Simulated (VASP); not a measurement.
# WC (P1) in VASP: a series of runs

The runs below take WC through single point, with PBE.

All numbers are computed with VASP 6.6.1; they aren't measurements. Logs are shortened: lines on timing, memory, paths and dates and some standing lists are left out, and cuts for length are marked.

**1. The cell of the first run**

The typed cell holds 16 atoms: a = 5.987 Å, b = 5.185 Å, c = 5.876 Å, α = 90.00°, β = 90.00°, γ = 90.00°.

**2. Single point, PBE**

INCAR

```
ALGO     = Normal         # electronic algorithm
EDIFF    = 1E-6           # SCF threshold, eV
ENCUT    = 520            # plane-wave cutoff, eV
GGA      = PE             # functional
ISIF     = 2              # what is computed and relaxed
ISMEAR   = -1             # smearing method
LASPH    = T              # aspherical terms in the spheres
LCHARG   = F              # write CHGCAR
LREAL    = Auto         
LWAVE    = F              # write WAVECAR
NBANDS   = 86             # bands
NELM     = 60             # most SCF steps
PREC     = Accurate       # precision mode
SIGMA    = 0.36           # smearing width, eV
```

KPOINTS

```
k-points
0
Gamma
  3 3 3
```

POSCAR

```
WC
1.0
   -2.9936370000     -5.1851310000      0.0000000000
    4.4904550000     -2.5925650000      0.0000000000
    0.0000000000      0.0000000000      5.8758830000
W C
8 8
Direct
    0.7604330101      0.4859107585      0.0086114717
    0.7196071931      0.5046131670      0.5233596380
    0.5307682965      0.0261504927     -0.0346671300
    0.4566016084      0.0399067509      0.4888797139
    0.2597105718      0.4902352161     -0.0176824487
    0.2441079624      0.4775842600      0.5138802117
   -0.0076646202     -0.0146410755      0.0353478788
    0.0341568018     -0.0298960650      0.5260996517
    0.5664414864      0.7398181681      0.2907307719
    0.5170155228      0.6362065311      0.7708969018
    0.1920901406      0.2316576276      0.2909349965
    0.2435222145      0.1701424714      0.7601921277
   -0.0757567573      0.6968807767      0.3046861212
   -0.0216656682      0.6399219799      0.7521592925
    0.7075952239      0.2151637737      0.2351646553
    0.7790691519      0.1540267609      0.7715436131
```

Potentials or basis: VASP PAW PBE potentials, release 64 (W_sv, C).

Run with:

```
$ cat potpaw_PBE.64/W_sv/POTCAR potpaw_PBE.64/C/POTCAR > POTCAR
$ mpirun -np 1 vasp_std > vasp.out
```

OUTCAR:

```text
EDIFF = 1E-6
   ENCUT = 520
   GGA = PE
   ISIF = 2
   ISMEAR = -1
   LASPH = T
   LREAL = Auto
   NELM = 60
   PREC = Accurate

 ion  position               nearest neighbor table
   1  0.760  0.486  0.009-  15 1.96  14 2.15  10 2.16  16 2.22  13 2.28   9 2.41   3 2.76   2 2.86
                             7 2.94   7 2.95   5 2.99   5 3.00   2 3.04   3 3.13
   2  0.720  0.505  0.523-  10 2.01  13 2.04   9 2.05  14 2.17  15 2.26  16 2.36   6 2.85   1 2.86
                             4 2.89   1 3.04   8 3.06   6 3.14   4 3.20   8 3.35
   3  0.531  0.026  0.965-  16 1.99  15 2.14  12 2.23  10 2.32   9 2.43   1 2.76   7 2.80   4 2.84
                             5 2.90   4 3.11   1 3.13   5 3.22   7 3.26
   4  0.457  0.040  0.489-   9 2.05  12 2.15  11 2.20  15 2.30   8 2.56   6 2.61  16 2.61  10 2.69
                             3 2.84   2 2.89   3 3.11   6 3.18   2 3.20   8 3.48
   5  0.260  0.490  0.982-  12 2.11  10 2.12  11 2.29  14 2.30   6 2.75   3 2.90   1 2.99   1 3.00
                             7 3.04   7 3.08   6 3.13   3 3.22
   6  0.244  0.478  0.514-  11 1.85  12 2.15  14 2.28  10 2.37  13 2.54   4 2.61   9 2.70   5 2.75
                             8 2.85   2 2.85   8 2.92   5 3.13   2 3.14   4 3.18
   7  0.992  0.985  0.035-  16 2.19  13 2.22  11 2.31  15 2.39  12 2.41  14 2.45   3 2.80   8 2.90
                             1 2.94   1 2.95   8 3.00   5 3.04   5 3.08   3 3.26
   8  0.034  0.970  0.526-  13 2.03  12 2.13  11 2.15  14 2.19  16 2.31   4 2.56   6 2.85   7 2.90
                             6 2.92   7 3.00   2 3.06   2 3.35   4 3.48
   9  0.566  0.740  0.291-   2 2.05   4 2.05   1 2.41   3 2.43   6 2.70
  10  0.517  0.636  0.771-   2 2.01   5 2.12   1 2.16   3 2.32   6 2.37   4 2.69
  11  0.192  0.232  0.291-   6 1.85   8 2.15   4 2.20   5 2.29   7 2.31
  12  0.244  0.170  0.760-   5 2.11   8 2.13   4 2.15   6 2.15   3 2.23   7 2.41
  13  0.924  0.697  0.305-   8 2.03   2 2.04   7 2.22   1 2.28   6 2.54
  14  0.978  0.640  0.752-   1 2.15   2 2.17   8 2.19   6 2.28   5 2.30   7 2.45
  15  0.708  0.215  0.235-   1 1.96   3 2.14   2 2.26   4 2.30   7 2.39
  16  0.779  0.154  0.772-   3 1.99   7 2.19   1 2.22   8 2.31   2 2.36   4 2.61

  LATTYP: Found a simple orthorhombic cell.
 ALAT       =     5.1851306046
 B/A-ratio  =     1.1332179357
 C/A-ratio  =     1.1547006478

  Lattice vectors:

 A1 = (   4.4904550000,  -2.5925650000,   0.0000000000)
 A2 = (   0.0000000000,   0.0000000000,   5.8758830000)
 A3 = (  -2.9936370000,  -5.1851310000,   0.0000000000)

Analysis of symmetry for initial positions (statically):
=====================================================================
 Subroutine PRICEL returns:
 Original cell was already a primitive cell.

 Routine SETGRP: Setting up the symmetry group for a
 simple orthorhombic supercell.

 Subroutine GETGRP returns: Found  1 space group operations
[... 145 lines left out ...]
   NELECT =     144.0000    total number of electrons
   NUPDOWN=      -1.0000    fix difference up-down
   EMIN   =  10.00;   EMAX   =-10.00  energy-range for DOS
   EFERMI =   0.00;   METHOD = LEGACY
   ISMEAR =    -1;   SIGMA  =   0.36  broadening in eV -4-tet -1-fermi 0-gaus
   EFERMI_NEDOS =   21; number of points for ismear=-14 and -15
   IALGO  =     38    algorithm
   IMIX   =      4    mixing-type and parameters
     AMIX     =   0.40;   BMIX     =  1.00
     AMIX_MAG =   1.60;   BMIX_MAG =  1.00
  volume/ion in A,a.u.               =      11.40        76.94
  Fermi-wavevector in a.u.,A,eV,Ry     =   1.513010  2.859174 31.146430  2.289198
  Thomas-Fermi vector in A             =   2.622858
   LORBIT       =      0    0 simple, 1 ext, 2 COOP (PROOUT), +10 PAW based schemes
   GGA     = PE    functional components
   LHFCALC =     F    Hartree Fock is set to
   AEXX    =    0.0000 exact exchange contribution
   IVDW    =     0    specifies the selected vdW correction
   LEPSILON=     F    determine dielectric tensor
   LRPA    =     F    only Hartree local field effects (RPA)
 non-spin polarized calculation
  energy-cutoff  :      520.00
  volume of cell :      182.42
 maximum number of plane-waves:      4941
 NGX is ok and might be reduce to    48
   NGX = 23   NGY = 19   NGZ = 21

 number of electron     144.0000002 magnetization

 Free energy of the ion-electron system (eV)
  ---------------------------------------------------
  ext. energy  EPLUGINS =         0.00000000
  ---------------------------------------------------
  free energy    TOTEN  =      -170.12719303 eV

  energy without entropy =     -167.58162987  energy(sigma->0) =     -168.85441145

 E-fermi :  10.2481     XC(G=0): -13.1990

 val. band max:       10.2285657846   @ k =   0.0000   0.0000   0.0000
 cond. band min:      10.2706518255   @ k =   0.0000   0.3333   0.3333
 fundamental gap:      0.0420860409
 Fermi energy:        10.2481118395

 k-point     1 :       0.0000    0.0000    0.0000
  band No.  band energies     occupation
      1     -64.3011      2.00000
      2     -64.1917      2.00000
      3     -64.1709      2.00000
      4     -64.1061      2.00000
      5     -64.0988      2.00000
      6     -64.0711      2.00000
[... 1207 lines left out ...]
     83      13.0443      0.00085
     84      13.2951      0.00042
 [bands above 84 left out]

------------------------ aborting loop because EDIFF is reached ----------------------------------------

  FORCE on cell =-STRESS in cart. coord.  units (eV):
  Direction    XX          YY          ZZ          XY          YZ          ZX
  --------------------------------------------------------------------------------------
  -------------------------------------------------------------------------------------
  Total        2.9553418      5.9319951     -1.9693321     -0.5831512      0.9741294      3.2633487
  in kB       25.9571105     52.1014027    -17.2968725     -5.1218848      8.5558920     28.6623708
  external PRESSURE =      20.2538802 kB  Pullay stress =       0.0000000 kB

 VOLUME and BASIS-vectors are now :
 -----------------------------------------------------------------------------
  energy-cutoff  :      520.00
  volume of cell :      182.42
      direct lattice vectors                 reciprocal lattice vectors
    -2.993637000 -5.185131000  0.000000000    -0.083510454 -0.144644372  0.000000000
     4.490455000 -2.592565000  0.000000000     0.167020940 -0.096429592  0.000000000
     0.000000000  0.000000000  5.875883000     0.000000000  0.000000000  0.170187187

 POSITION                                       TOTAL-FORCE (eV/Angst)
 -----------------------------------------------------------------------------------
     -0.09450     -5.20270      0.05060         3.445324     -1.539317      0.224449
      0.11170     -5.03950      3.07520        -2.441383     -1.654541     -1.171041
     -1.47150     -2.81990      5.67218        -1.510515      4.264518      3.259815
     -1.18770     -2.47100      2.87260        -4.342780     -2.521446     -0.233203
      1.42390     -2.61760      5.77198         0.639477      0.635719      2.009927
      1.41380     -2.50390      3.01950         6.038791     -2.306643      1.910816
[... 8 lines left out ...]
     -1.15210     -4.22680      1.38180        -2.309223      1.035891      1.743759
     -1.64060     -4.43890      4.53350         0.200308     -0.107505     -1.237595
 -----------------------------------------------------------------------------------
    total drift:                                0.011015     -0.001530      0.002908

  FREE ENERGIE OF THE ION-ELECTRON SYSTEM (eV)
  ---------------------------------------------------
  free  energy   TOTEN  =      -170.1271930296 eV

  energy  without entropy=     -167.5816298736  energy(sigma->0) =     -168.85441145
```

OSZICAR:

```text
N       E                     dE             d eps       ncg     rms          rms(c)
DAV:   1     0.190481129753E+04    0.19048E+04   -0.78979E+04  2416   0.190E+03
DAV:   2    -0.414518856684E+01   -0.19090E+04   -0.18502E+04  2424   0.604E+02
DAV:   3    -0.185209334386E+03   -0.18106E+03   -0.17198E+03  2892   0.164E+02
DAV:   4    -0.194486874492E+03   -0.92775E+01   -0.90001E+01  2872   0.322E+01
DAV:   5    -0.194789255166E+03   -0.30238E+00   -0.29965E+00  2976   0.551E+00    0.850E+01
DAV:   6    -0.172222514523E+03    0.22567E+02   -0.17395E+02  3064   0.421E+01    0.263E+01
DAV:   7    -0.171265383354E+03    0.95713E+00   -0.26586E+01  3096   0.204E+01    0.163E+01
DAV:   8    -0.170369855769E+03    0.89553E+00   -0.82082E+00  3040   0.120E+01    0.844E+00
DAV:   9    -0.170155643060E+03    0.21421E+00   -0.17744E+00  3056   0.594E+00    0.172E+00
DAV:  10    -0.170129022993E+03    0.26620E-01   -0.22648E-01  3048   0.292E+00    0.582E-01
DAV:  11    -0.170127661064E+03    0.13619E-02   -0.46006E-02  3136   0.111E+00    0.356E-01
DAV:  12    -0.170127337972E+03    0.32309E-03   -0.81446E-03  2904   0.526E-01    0.166E-01
DAV:  13    -0.170127190223E+03    0.14775E-03   -0.19914E-03  3176   0.266E-01    0.917E-02
DAV:  14    -0.170127188438E+03    0.17852E-05   -0.53605E-04  3104   0.133E-01    0.450E-02
DAV:  15    -0.170127194054E+03   -0.56164E-05   -0.84443E-05  2968   0.510E-02    0.162E-02
DAV:  16    -0.170127193461E+03    0.59329E-06   -0.33761E-05  2952   0.285E-02    0.833E-03
DAV:  17    -0.170127193030E+03    0.43119E-06   -0.51187E-06  1960   0.121E-02
   1 F= -.17012719E+03 E0= -.16885441E+03  d E =-.254556E+01
```

stdout:

```text
POSCAR found type information on POSCAR W C
 POSCAR found :  2 types and      16 ions
 scaLAPACK will be used
 LDA part: xc-table for (Slater+PW92), standard interpolation
 POSCAR, INCAR and KPOINTS ok, starting setup
 FFT: planning ... GRIDC
 FFT: planning ... GRID_SOFT
 FFT: planning ... GRID
 WAVECAR not read
 entering main loop
```

Wall time 14 min (1 thread of Intel Xeon 8259CL, shared host); peak memory 0.37 GiB.

What came out:

| Quantity | Value |
| --- | --- |
| Free energy | -170.1272 eV |
| Pressure | 2.0 GPa |
| Largest force | 6.741 eV/Å |
| Band gap on the k mesh | zero (bands 72 and 73 overlap by 0.19 eV) |

Forces on the atoms (eV/Å):
```
W    3.445 -1.539  0.224
W   -2.441 -1.655 -1.171
W   -1.511  4.265  3.260
W   -4.343 -2.521 -0.233
W    0.639  0.636  2.010
W    6.039 -2.307  1.911
W    0.809 -1.503 -0.823
W    3.793  2.822  0.501
C    0.505  3.149 -2.480
C    2.231  0.865  0.821
C   -3.551  1.622 -4.352
C   -0.770 -0.458  1.459
C   -1.857 -2.025 -2.837
C   -0.880 -2.279  1.205
C   -2.309  1.036  1.744
C    0.200 -0.108 -1.238
```

Stress tensor (GPa, compression positive):
```
 2.60 -0.51  2.87
-0.51  5.21  0.86
 2.87  0.86 -1.73
```

Caveat: the k points lie up to 0.40 Å⁻¹ apart; the atoms stand as in a frame of molecular dynamics; so wide a smearing shifts energies and pressures; spin-orbit coupling is left out, which moves the levels of the heavy elements; forces of over 1 eV/Å act on the atoms, so gaps and moduli don't describe the material at rest.

**3. Single point, PBE**

INCAR

```
PREC = Accurate
ENCUT = 520
EDIFF = 1E-7
ISMEAR = -1
SIGMA = 0.36
LREAL = Auto
LASPH = True
NELM = 100
ALGO = Normal
ISIF = 2
LWAVE = False
LCHARG = False
GGA = PE
NBANDS = 86
```

KPOINTS

```
regular mesh
0
Gamma
  3 3 3
```

POSCAR

```
WC
1.0
   -2.9936370000     -5.1851310000      0.0000000000
    4.4904550000     -2.5925650000      0.0000000000
    0.0000000000      0.0000000000      5.8758830000
W C
8 8
Direct
    0.7651042078      0.5300675022      0.0368455260
    0.7157035716      0.5176661815      0.5249253602
    0.5416850181      0.0134971429     -0.0261918081
    0.4762637162      0.0071397403      0.4606286408
    0.2554694510      0.4903473703     -0.0176143739
    0.2404576984      0.4979992145      0.5304734625
   -0.0115336786     -0.0599778078      0.0218860723
    0.0089826301     -0.0048122665      0.5254869779
    0.4372381313      0.6608756235      0.2445419693
    0.4847864514      0.6932203213      0.7399568712
    0.2627525534      0.1032157689      0.2191840784
    0.2605781647      0.1368405730      0.7352086486
    0.0436430130      0.6330430521      0.2623605678
   -0.0178319304      0.6842107700      0.7942465839
    0.7532907279      0.1950535068      0.2707678148
    0.7692815010      0.1924636957      0.7173389940
```

Potentials or basis: VASP PAW PBE potentials, release 64 (W_sv, C).

Run with:

```
$ cat potpaw_PBE.64/W_sv/POTCAR potpaw_PBE.64/C/POTCAR > POTCAR
$ mpirun -np 1 vasp_std > vasp.out
```

Run time: 16 min. Hardware: 1 thread of Intel Xeon 8259CL, shared host; peak memory 0.37 GiB.

The run converged. Its results:

```
Free energy            : -171.3504 eV
Pressure               : -5.8 GPa
Largest force          : 9.451 eV/Å
Band gap on the k mesh : zero (bands 72 and 73 overlap by 0.06 eV)
```

Forces in eV/Å, atoms in the order of the input:
```
W   -2.346  5.010 -0.906
W   -2.243 -1.851 -1.864
W    1.492  2.892  1.010
W   -2.134 -2.389  3.552
W   -1.134  1.003  2.867
W   -0.317 -0.230 -2.580
W    5.946 -7.051  2.060
W    0.821  1.155 -2.444
C   -1.571 -3.541  0.588
C   -0.378  0.123  0.667
C    2.721  0.233 -0.531
C    1.221 -0.678  0.724
C    2.602  2.077  0.040
C   -3.523  0.646 -5.037
C   -1.111  0.844 -0.705
C   -0.045  1.759  2.559
```

Stress tensor (GPa, compression positive):
```
 -3.51  -1.45   0.78
 -1.45  -3.76  -3.37
  0.78  -3.37 -10.17
```

Levels at points of the mesh, in eV from the Fermi level:
| k point | band 68 | band 69 | band 70 | band 71 | band 72 | band 73 | band 74 | band 75 | band 76 | band 77 |
| --- | --- | --- | --- | --- | --- | --- | --- | --- | --- | --- |
| (0.00, 0.00, 0.00) | -0.89 | -0.84 | -0.42 | -0.31 | -0.04 | 0.05 | 0.56 | 0.81 | 0.99 | 1.46 |

Caveat: the k points lie up to 0.40 Å⁻¹ apart; the atoms stand as in a frame of molecular dynamics; so wide a smearing shifts energies and pressures; spin-orbit coupling is left out, which moves the levels of the heavy elements; forces of over 1 eV/Å act on the atoms, so gaps and moduli don't describe the material at rest.

(Part 1 of 2 ends here.)
